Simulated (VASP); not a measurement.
Wanted: the native input for a VASP 6.6.1 run.

```yaml
Task: single point
Functional: PBEsol
Potentials_or_basis: VASP PAW PBE potentials, release 64 (O, Mg, F)
Cutoff: 520 eV
k_mesh: 1 × 1 × 1
Occupations: fermi-dirac, width 0.05 eV
Spin: collinear spin
Dipole_correction: no
Further_INCAR_settings: LREAL = Auto; ALGO = Normal; EDIFF = 1e-07; NBANDS = 174
```

The structure of Mg32O32F (a cell with a defect) lies in POSCAR:

```
Mg32O32F
1.0
    8.4288080000      0.0000000000      0.0000000000
    0.0000000000      8.4288080000      0.0000000000
    0.0000000000      0.0000000000      8.4288080000
O Mg F
32 32 1
Direct
    0.2483750000      0.9976550000      0.0009610000
    0.2480380000      0.9962990000      0.5018360000
    0.2493320000      0.4980320000      0.0029780000
    0.2369070000      0.5012610000      0.5129450000
    0.7490820000      0.0003100000      0.0008610000
    0.7489880000      0.9977040000      0.5015280000
    0.7581890000      0.4981890000      0.9916440000
    0.7467150000      0.4980750000      0.5005130000
    0.9979150000      0.2481010000      0.0009610000
    0.9965670000      0.2477720000      0.5018310000
    0.0005730000      0.7488320000      0.0008550000
    0.9979670000      0.7487290000      0.5015290000
    0.4982920000      0.2490590000      0.0029650000
    0.5015100000      0.2366250000      0.5129560000
    0.4984470000      0.7579410000      0.9916390000
    0.4983350000      0.7464670000      0.5005010000
    0.9981520000      0.9978920000      0.2513550000
    0.9985510000      0.9982870000      0.7513590000
    0.9980650000      0.4983360000      0.2512940000
    0.9979950000      0.4983070000      0.7518510000
    0.4986050000      0.9977940000      0.2512880000
    0.4985680000      0.9977340000      0.7518530000
    0.5537810000      0.5535090000      0.1948360000
    0.4985870000      0.4983210000      0.7519030000
    0.2373600000      0.2370890000      0.2479710000
    0.2480110000      0.2477390000      0.7533270000
    0.2495090000      0.7463850000      0.2516160000
    0.2483970000      0.7487000000      0.7519490000
    0.7466450000      0.2492260000      0.2516180000
    0.7489580000      0.2481240000      0.7519520000
    0.7581940000      0.7579390000      0.2517590000
    0.7490610000      0.7488060000      0.7493190000
    0.9984770000      0.9982170000      0.0005190000
    0.9985530000      0.9982900000      0.5021700000
    0.9993100000      0.4987090000      0.9975100000
    0.9970740000      0.4980380000      0.5053380000
    0.4989700000      0.9990530000      0.9975150000
    0.4983010000      0.9968040000      0.5053420000
    0.4985390000      0.4982710000      0.9852060000
    0.5008980000      0.5006470000      0.5195880000
    0.2464740000      0.2462150000      0.0028610000
    0.2497050000      0.2494260000      0.5002710000
    0.2504710000      0.7496930000      0.0000030000
    0.2465290000      0.7466450000      0.5032660000
    0.7499540000      0.2502000000      0.0000080000
    0.7469020000      0.2462650000      0.5032690000
    0.7480370000      0.7477740000      0.0019080000
    0.7500750000      0.7498100000      0.4994370000
    0.2444710000      0.9969950000      0.2515610000
    0.2476480000      0.9982140000      0.7513680000
    0.2312520000      0.5000790000      0.2492950000
    0.2442780000      0.4980290000      0.7527380000
    0.7525450000      0.9990150000      0.2509690000
    0.7494790000      0.9982330000      0.7514390000
    0.7640240000      0.4988440000      0.2509660000
    0.7525920000      0.4987090000      0.7506540000
    0.9972590000      0.2442110000      0.2515610000
    0.9984770000      0.2473810000      0.7513670000
    0.9992740000      0.7522870000      0.2509660000
    0.9984930000      0.7492190000      0.7514390000
    0.5003310000      0.2309750000      0.2492910000
    0.4982930000      0.2440120000      0.7527430000
    0.4991140000      0.7637560000      0.2509630000
    0.4989730000      0.7523320000      0.7506540000
    0.4258900000      0.4256140000      0.3257070000
```

The input as run:

INCAR

```
ALGO = Normal ; EDIFF = 1E-7
ENCUT = 520 ; GGA = PS
ISIF = 2 ; ISMEAR = -1
ISPIN = 2 ; LASPH = T
LCHARG = T ; LELF = T
LORBIT = 11 ; LREAL = Auto
LVHAR = T ; LWAVE = F
MAGMOM = 0 0 0 0.111 0 0 0 0 0 0 0 0 0 0.111 0 0 0 0 0 0 0 0 0.111 0 0.111 0 0 0 0 0 0 0 0 0 0 0 0 0 0 0.111 0 0.111 0 0 0 0 0 0 0 0 0.111 0 0 0 0 0 0 0 0 0 0.111 0 0 0 0.111 ; NBANDS = 174
NELM = 150 ; PREC = Accurate
SIGMA = 0.05
```

KPOINTS

```
k-points
0
Gamma
  1 1 1
```

Potentials or basis: VASP PAW PBE potentials, release 64 (O, Mg, F).

Run with:

```sh
$ cat potpaw_PBE.64/O/POTCAR potpaw_PBE.64/Mg/POTCAR potpaw_PBE.64/F/POTCAR > POTCAR
$ mpirun -np 1 vasp_gam > vasp.out
```

Results of the run:

* Pressure: 4.1 GPa
* Largest force: 0.082 eV/Å
* Band gap on the k mesh: 1.34 eV
* Net moment: 1.00 μB per cell
* Site moments: O +0.00, -0.00, +0.01, +0.04, +0.55 (each value once); Mg +0.00, -0.00 (each value once); F +0.17 μB
* Valence electrons inside the program's atomic spheres: O 5.08, 5.09, 5.10, 5.04, 5.11 (each value once); Mg 0.41, 0.42, 0.46, 0.44, 0.39, 0.40 (each value once); F 6.19

Caveat: the k points lie up to 0.75 Å⁻¹ apart; the PAW data sets were made with another functional, which shifts forces and pressure a little.

Run time: 9.2 min on 1 thread of AMD EPYC 7R43 64-Core Processor (Zen 3), on a shared host, peak memory 0.72 GiB.
